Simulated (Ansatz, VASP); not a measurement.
# Two plane-wave programs on K2ICl

POSCAR

```
K2ICl
1.0
    2.3574210371      1.3610576702      7.7636043941
   -2.3574210371      1.3610576702      7.7636043941
    0.0000000000     -2.7221153408      7.7636043941
Cl I K
1 1 2
Direct
    1.0000000000      0.0000000000      0.0000000000
    0.5000000000      0.5000000000      0.5000000000
    0.2599441895      0.2599441895      0.2599441895
    0.7400558105      0.7400558105      0.7400558105
```

INCAR.step1

```
SYSTEM = K2ICl
PREC = Accurate
ENCUT = 520
ISMEAR = 0
SIGMA = 0.01
LREAL = .FALSE.
LASPH = .TRUE.
NELM = 60
NBANDS = 24
GGA = PE
ALGO = Normal
EDIFF = 1E-4
LWAVE = .TRUE.
LCHARG = .FALSE.
```

INCAR.step2

```
SYSTEM = K2ICl
PREC = Accurate
ENCUT = 520
EDIFF = 1E-7
ISMEAR = 0
SIGMA = 0.01
LREAL = .FALSE.
LASPH = .TRUE.
NELM = 60
ALGO = Normal
ISIF = 2
LWAVE = .FALSE.
LCHARG = .TRUE.
METAGGA = R2SCAN
LMIXTAU = .TRUE.
LELF = .TRUE.
LVHAR = .TRUE.
NBANDS = 24
ISTART = 1
```

Contents of KPOINTS:

```
regular mesh
0
G
  6 6 6
  0 0 0
```

Input for Ansatz:

```yaml
crystal:
  lattice:
    - [2.3574210371, 1.3610576702, 7.7636043941]
    - [-2.3574210371, 1.3610576702, 7.7636043941]
    - [0.0, -2.7221153408, 7.7636043941]
  atoms:
    - { symbol: Cl, position: [1.0, 0.0, 0.0] }
    - { symbol: I, position: [0.5, 0.5, 0.5] }
    - { symbol: K, position: [0.2599441895, 0.2599441895, 0.2599441895] }
    - { symbol: K, position: [0.7400558105, 0.7400558105, 0.7400558105] }
kpoints:
  mp_grid: { grid: [6, 6, 6] }
  band_path:
    path:
      - [0.0, 0.0, 0.0]
      - [0.5, 0.5, 0.5]
      - [0.8128436616, 0.1871563384, 0.5]
      - [0.5, -0.1871563384, 0.1871563384]
      - [0.5, 0.0, 0.0]
      - [0.3435781692, -0.3435781692, 0.0]
      - [0.6564218308, 0.0, 0.3435781692]
      - [0.5, 0.0, 0.5]
    npoints: 1
hamiltonian:
  xc: r2scan
scf:
  occupations: { method: fixed }
  n_extra_bands: 5
output:
  forces: true
  stress: true
  eigenvalues: true
```

Alike in both runs: task single point; functional r2SCAN; k mesh 6 × 6 × 6; no spin polarisation.

```csv
,VASP,Ansatz
version,VASP 6.6.1,Ansatz 0.2.0
potentials or method,"VASP PAW PBE potentials, release 64 (Cl, I, K_sv)","plane waves, PAW"
plane-wave cutoff (eV),520,500
occupations,"gaussian, width 0.01 eV",fixed
valence electrons in the cell,32,42
```

|  | VASP | Ansatz | Ansatz less VASP |
| --- | --- | --- | --- |
| gap on the k mesh at the Fermi level (eV) | 4.38 | 4.38 | +0.001 |
| pressure (GPa) | 0.0 | 0.0 | +0.02 |

VASP's potentials were made for PBE, not for r2SCAN. VASP's potentials hold 32 valence electrons a cell and Ansatz's 42, so a difference there can come from the potentials and not from the codes.

Neither program's run includes spin-orbit coupling.
